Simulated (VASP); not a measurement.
Re:

```
Re
1.0
    -1.51168    1.51168    1.51168
     1.51168   -1.51168    1.51168
     1.51168    1.51168   -1.51168
Re
1
Direct
  0.00000 0.00000 0.00000
```

This cell differs from its parent crystal: volume scaled by 0.88.

Base run:

| Quantity | Value |
| --- | --- |
| Program | VASP 6.6.1 |
| Functional | BLYP |
| Potentials or basis | VASP PAW PBE potentials, release 64 (Re_sv_GW) |
| Cutoff | 500 eV |
| k mesh | 16 × 16 × 16 |
| Occupations | fermi-dirac, width 0.1 eV |
| Spin | no spin polarisation |

Its results: pressure 53.5 GPa.

The run is repeated on the same cell with these changes: potentials or basis from VASP PAW PBE potentials, release 64 (Re_sv_GW) to VASP PAW PBE potentials, release 64 (Re); cutoff from 500 eV to 520 eV; further incar settings from ALGO = Normal; EDIFF = 1e-06; NBANDS = 14 to ALGO = Normal; EDIFF = 1e-07; NBANDS = 10; valence electrons from 15 to 7. What comes out?

Pressure 57.5 GPa.

Caveats: the PAW data sets were made with another functional, which shifts forces and pressure a little.
